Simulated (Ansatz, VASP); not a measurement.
# YNb: VASP beside Ansatz

```
Y Nb
1.0
     0.00000    2.87562    2.87562
     2.87562    0.00000    2.87562
     2.87562    2.87562    0.00000
Y Nb
1 1
Direct
  0.00000 0.00000 0.00000
  0.75000 0.75000 0.75000
```

Alike in both runs: task relaxation of cell and atoms; functional PBE; k mesh 6 × 6 × 6; occupations gaussian, width 0.1 eV; no spin polarisation.

```csv
,VASP,Ansatz
version,VASP 6.6.1,Ansatz 0.2.0
potentials or method,"VASP PAW PBE potentials, release 64 (Y_sv, Nb_sv), cutoff 600 eV","scalar-relativistic, plane waves, PAW"
valence electrons in the cell,24,24
```

VASP gave:

| Item | Value |
| --- | --- |
| gap on the k mesh at the Fermi level, each at its own relaxed structure (eV) | none |
| relaxed volume (Å³/atom) | 31.93 |
| relaxed length of the cell vector where the two differ most in proportion (Å) | 4.487 |

Question: Which values does Ansatz return?

Answer: gap on the k mesh at the Fermi level, each at its own relaxed structure (eV): none; relaxed volume (Å³/atom): 31.91; relaxed length of the cell vector where the two differ most in proportion (Å): 4.486.

A gap of «none» marks a metal or a gap that the smearing closes.

Noted on VASP's run: the volume moved by over 15 % at a fixed basis, so the end points are rough.
